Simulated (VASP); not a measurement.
# GaN (F-43m) in VASP: further runs

The runs below take GaN through single point, with PBEsol.

Everything below comes from runs of VASP 6.6.1. Logs are shortened: lines on timing, memory, paths and dates and some standing lists are left out, and cuts for length are marked.

### Step 1. The cell of the first run

The structure is cubic, space group F-43m (No. 216). Conventional cell: a = 4.566 Å, b = 4.566 Å, c = 4.566 Å, α = 90.00°, β = 90.00°, γ = 90.00°. Within 2.6 Å of Ga (site symmetry -43m) lie 4 N at 1.98 Å. Within 2.6 Å of N (site symmetry -43m) lie 4 Ga at 1.98 Å.

### Step 2. Single point, PBEsol

Input file INCAR:

```
PREC = Accurate ; ENCUT = 520
EDIFF = 1E-6 ; ISMEAR = 0
SIGMA = 0.01 ; LREAL = F
LASPH = T ; NELM = 100
ALGO = Normal ; ISIF = 2
LWAVE = F ; LCHARG = F
GGA = PS ; NBANDS = 16
```

Input file KPOINTS:

```
regular mesh
0
Gamma
  7 7 7
```

Input file POSCAR:

```
GaN
1.0
    0.0000000000      2.2831553345      2.2831553345
    2.2831553345      0.0000000000      2.2831553345
    2.2831553345      2.2831553345      0.0000000000
Ga N
1 1
Direct
    0.0000000000      0.0000000000      0.0000000000
    0.7500000000      0.7500000000      0.7500000000
```

Potentials or basis: VASP PAW PBE potentials, release 64 (Ga_d, N).

On the command line:

```sh
$ cat potpaw_PBE.64/Ga_d/POTCAR potpaw_PBE.64/N/POTCAR > POTCAR
$ mpirun -np 1 vasp_std > vasp.out
```

OUTCAR:

```text
PREC = Accurate
   ENCUT = 520
   EDIFF = 1E-6
   ISMEAR = 0
   LREAL = F
   LASPH = T
   NELM = 100
   ISIF = 2
   GGA = PS

 ion  position               nearest neighbor table
   1  0.000  0.000  0.000-   2 1.98   2 1.98   2 1.98   2 1.98
   2  0.750  0.750  0.750-   1 1.98   1 1.98   1 1.98   1 1.98

  LATTYP: Found a face centered cubic cell.
 ALAT       =     4.5663106690

  Lattice vectors:

 A1 = (   0.0000000000,   2.2831553345,   2.2831553345)
 A2 = (   2.2831553345,   0.0000000000,   2.2831553345)
 A3 = (   2.2831553345,   2.2831553345,   0.0000000000)

Analysis of symmetry for initial positions (statically):
=====================================================================
 Subroutine PRICEL returns:
 Original cell was already a primitive cell.

 Routine SETGRP: Setting up the symmetry group for a
 face centered cubic supercell.

 Subroutine GETGRP returns: Found 24 space group operations
 (whereof 24 operations were pure point group operations)
 out of a pool of 48 trial point group operations.

The static configuration has the point symmetry T_d .

Analysis of symmetry for dynamics (positions and initial velocities):
=====================================================================
 Subroutine PRICEL returns:
 Original cell was already a primitive cell.

 Routine SETGRP: Setting up the symmetry group for a
 face centered cubic supercell.

 Subroutine GETGRP returns: Found 24 space group operations
 (whereof 24 operations were pure point group operations)
 out of a pool of 48 trial point group operations.

The dynamic configuration has the point symmetry T_d .

 Subroutine INISYM returns: Found 24 space group operations
 (whereof 24 operations are pure point group operations),
 and found     1 'primitive' translations

----------------------------------------------------------------------------------------

                                     Primitive cell

  volume of cell :      23.8033

  direct lattice vectors                    reciprocal lattice vectors
     0.000000000  2.283155334  2.283155334    -0.218995174  0.218995174  0.218995174
     2.283155334  0.000000000  2.283155334     0.218995174 -0.218995174  0.218995174
     2.283155334  2.283155334  0.000000000     0.218995174  0.218995174 -0.218995174

  length of vectors
     3.228869239  3.228869239  3.228869239     0.379310768  0.379310768  0.379310768

  position of ions in fractional coordinates (direct lattice)
     0.000000000  0.000000000  0.000000000
     0.750000000  0.750000000  0.750000000

  ion indices of the primitive-cell ions
   primitive index   ion index
                 1           1
                 2           2

----------------------------------------------------------------------------------------

 KPOINTS: regular mesh

Automatic generation of k-mesh.
 Grid dimensions read from file:
 generate k-points for:    7    7    7

 Generating k-lattice:

  Cartesian coordinates                     Fractional coordinates (reciprocal lattice)
    -0.031285025  0.031285025  0.031285025     0.142857143  0.000000000  0.000000000
     0.031285025 -0.031285025  0.031285025     0.000000000  0.142857143  0.000000000
     0.031285025  0.031285025 -0.031285025     0.000000000  0.000000000  0.142857143

  Length of vectors
     0.054187253  0.054187253  0.054187253

  Shift w.r.t. Gamma in fractional coordinates (k-lattice)
     0.000000000  0.000000000  0.000000000

 Subroutine IBZKPT returns following result:
 ===========================================

 Found     20 irreducible k-points:

 Following reciprocal coordinates:
            Coordinates               Weight
  0.000000  0.000000  0.000000      1.000000
  0.142857  0.000000  0.000000      8.000000
  0.285714  0.000000  0.000000      8.000000
  0.428571  0.000000  0.000000      8.000000
  0.142857  0.142857  0.000000      6.000000
  0.285714  0.142857  0.000000     24.000000
[... 12 lines left out ...]
 -0.428571  0.428571  0.142857     24.000000
 -0.285714  0.428571  0.142857     24.000000
   k-points           NKPTS =     20   k-points in BZ     NKDIM =     20   number of bands    NBANDS=     16
   number of dos      NEDOS =    301   number of ions     NIONS =      2
   total plane-waves  NPLWV =  13824
   dimension x,y,z NGX =    24 NGY =   24 NGZ =   24
   dimension x,y,z NGXF=    48 NGYF=   48 NGZF=   48
   ions per type =               1   1
   NGX,Y,Z   is equivalent  to a cutoff of  12.36, 12.36, 12.36 a.u.
   NGXF,Y,Z  is equivalent  to a cutoff of  24.71, 24.71, 24.71 a.u.
 SYSTEM =  unknown system
   PREC   = accura    normal or accurate (medium, high low for compatibility)
   ISTART =      0    job   : 0-new  1-cont  2-samecut
   ICHARG =      2    charge: 1-file 2-atom 10-const
   ISPIN  =      1    spin polarized calculation?
   LNONCOLLINEAR =      F non collinear calculations
   LSORBIT =      F    spin-orbit coupling
   LASPH  =      T    aspherical Exc in radial PAW
   ENCUT  =  520.0 eV  38.22 Ry    6.18 a.u.   6.00  6.00  6.00*2*pi/ulx,y,z
   NELM   =    100;   NELMIN=  2; NELMDL= -5     # of ELM steps
   EDIFF  = 0.1E-05   stopping-criterion for ELM
   LREAL  =      F    real-space projection
   EDIFFG = 0.1E-04   stopping-criterion for IOM
   NSW    =      0    number of steps for IOM
   IBRION =     -1    ionic relax: 0-MD 1-quasi-New 2-CG
   NFREE  =      0    steps in history (QN), initial steepest desc. (CG)
   ISIF   =      2    stress and relaxation
   ISYM   =      2    0-nonsym 1-usesym 2-fastsym
   POTIM  = 0.5000    time-step for ionic-motion
   TEBEG  =    0.0;   TEEND  =   0.0 temperature during run
   PSTRESS=    0.0 pullay stress
   NELECT =      18.0000    total number of electrons
   NUPDOWN=      -1.0000    fix difference up-down
   EMIN   =  10.00;   EMAX   =-10.00  energy-range for DOS
   EFERMI =   0.00;   METHOD = LEGACY
   ISMEAR =     0;   SIGMA  =   0.01  broadening in eV -4-tet -1-fermi 0-gaus
   EFERMI_NEDOS =   21; number of points for ismear=-14 and -15
   IALGO  =     38    algorithm
   IMIX   =      4    mixing-type and parameters
     AMIX     =   0.40;   BMIX     =  1.00
     AMIX_MAG =   1.60;   BMIX_MAG =  1.00
  volume/ion in A,a.u.               =      11.90        80.32
  Fermi-wavevector in a.u.,A,eV,Ry     =   1.491490  2.818507 30.266718  2.224541
  Thomas-Fermi vector in A             =   2.604138
   LORBIT       =      0    0 simple, 1 ext, 2 COOP (PROOUT), +10 PAW based schemes
   GGA     = PS    functional components
   LHFCALC =     F    Hartree Fock is set to
   AEXX    =    0.0000 exact exchange contribution
   IVDW    =     0    specifies the selected vdW correction
   LEPSILON=     F    determine dielectric tensor
   LRPA    =     F    only Hartree local field effects (RPA)
 non-spin polarized calculation
 Gauss-broadening in eV      SIGMA  =   0.01
  energy-cutoff  :      520.00
  volume of cell :       23.80
 maximum number of plane-waves:       654
   NGX = 13   NGY = 13   NGZ = 13

 number of electron      17.9999983 magnetization

 Free energy of the ion-electron system (eV)
  ---------------------------------------------------
  ext. energy  EPLUGINS =         0.00000000
  ---------------------------------------------------
  free energy    TOTEN  =       -13.09394579 eV

  energy without entropy =      -13.09394579  energy(sigma->0) =      -13.09394579

 E-fermi :   4.8635     XC(G=0): -11.6926

 val. band max:        4.7325228959   @ k =   0.0000   0.0000   0.0000
 cond. band min:       6.1643325554   @ k =   0.0000   0.0000   0.0000
 fundamental gap:      1.4318096594
 Fermi energy:         4.8635460697

 k-point     1 :       0.0000    0.0000    0.0000
  band No.  band energies     occupation
      1     -10.8696      2.00000
      2      -8.6427      2.00000
      3      -8.6427      2.00000
      4      -8.6427      2.00000
      5      -8.3559      2.00000
      6      -8.3559      2.00000
[... 8 lines left out ...]
     15      23.1275      0.00000
     16      23.1275      0.00000

 k-point     2 :       0.1429    0.0000    0.0000
  band No.  band energies     occupation
      1     -10.6678      2.00000
      2      -8.6191      2.00000
      3      -8.6191      2.00000
      4      -8.5516      2.00000
      5      -8.3573      2.00000
      6      -8.3573      2.00000
[... 8 lines left out ...]
     15      21.4275      0.00000
     16      21.4275      0.00000

 k-point     3 :       0.2857    0.0000    0.0000
  band No.  band energies     occupation
      1     -10.2798      2.00000
      2      -8.5794      2.00000
      3      -8.5794      2.00000
      4      -8.3460      2.00000
      5      -8.3460      2.00000
      6      -8.1070      2.00000
[... 8 lines left out ...]
     15      21.4349      0.00000
     16      21.4349      0.00000

 k-point     4 :       0.4286    0.0000    0.0000
  band No.  band energies     occupation
      1     -10.0796      2.00000
      2      -8.5648      2.00000
      3      -8.5648      2.00000
      4      -8.3185      2.00000
      5      -8.3185      2.00000
      6      -7.2866      2.00000
[... 8 lines left out ...]
     15      23.2677      0.00000
     16      23.2677      0.00000
[... 248 lines left out ...]
 k-point    18 :      -0.4286    0.2857    0.1429
  band No.  band energies     occupation
      1      -9.9699      2.00000
      2      -8.5400      2.00000
      3      -8.4854      2.00000
      4      -8.3866      2.00000
      5      -8.3270      2.00000
      6      -6.8697      2.00000
[... 8 lines left out ...]
     15      23.2234      0.00000
     16      25.8897      0.00000

 k-point    19 :      -0.4286    0.4286    0.1429
  band No.  band energies     occupation
      1      -9.9280      2.00000
      2      -8.5237      2.00000
      3      -8.4595      2.00000
      4      -8.3771      2.00000
      5      -8.3110      2.00000
      6      -6.6876      2.00000
[... 8 lines left out ...]
     15      25.3315      0.00000
     16      26.8078      0.00000

 k-point    20 :      -0.2857    0.4286    0.1429
  band No.  band energies     occupation
      1      -9.9202      2.00000
      2      -8.5233      2.00000
      3      -8.4681      2.00000
      4      -8.3659      2.00000
      5      -8.3381      2.00000
      6      -6.4775      2.00000
[... 8 lines left out ...]
     15      23.5269      0.00000
     16      27.3263      0.00000

------------------------ aborting loop because EDIFF is reached ----------------------------------------

  FORCE on cell =-STRESS in cart. coord.  units (eV):
  Direction    XX          YY          ZZ          XY          YZ          ZX
  --------------------------------------------------------------------------------------
  -------------------------------------------------------------------------------------
  Total       -1.1689251     -1.1689251     -1.1689251     -0.0000000      0.0000000     -0.0000000
  in kB      -78.6793754    -78.6793754    -78.6793754     -0.0000000      0.0000000     -0.0000000
  external PRESSURE =     -78.6793754 kB  Pullay stress =       0.0000000 kB

 VOLUME and BASIS-vectors are now :
 -----------------------------------------------------------------------------
  energy-cutoff  :      520.00
  volume of cell :       23.80
      direct lattice vectors                 reciprocal lattice vectors
     0.000000000  2.283155334  2.283155334    -0.218995174  0.218995174  0.218995174
     2.283155334  0.000000000  2.283155334     0.218995174 -0.218995174  0.218995174
     2.283155334  2.283155334  0.000000000     0.218995174  0.218995174 -0.218995174

 POSITION                                       TOTAL-FORCE (eV/Angst)
 -----------------------------------------------------------------------------------
      0.00000      0.00000      0.00000         0.000000     -0.000000      0.000000
      3.42473      3.42473      3.42473        -0.000000      0.000000     -0.000000
 -----------------------------------------------------------------------------------
    total drift:                               -0.000001     -0.000001     -0.000000

  FREE ENERGIE OF THE ION-ELECTRON SYSTEM (eV)
  ---------------------------------------------------
  free  energy   TOTEN  =       -13.0939457927 eV

  energy  without entropy=      -13.0939457927  energy(sigma->0) =      -13.09394579
```

It took 4.3 s on 1 thread of Intel Xeon 6975P-C (Granite Rapids), shared host; peak memory 0.14 GiB.

What came out:

- Free energy: -13.0939 eV
- Pressure: -7.9 GPa
- Band gap on the k mesh: 1.43 eV, direct

Levels at points of the mesh, in eV from the valence-band top:
| k point | band 7 | band 8 | band 9 | band 10 | band 11 | band 12 |
| --- | --- | --- | --- | --- | --- | --- |
| (0.00, 0.00, 0.00) | 0.00 | 0.00 | 0.00 | 1.43 | 9.96 | 9.96 |

Caveat: the PAW data sets were made with another functional, which shifts forces and pressure a little.

[end of part 1 of 2]
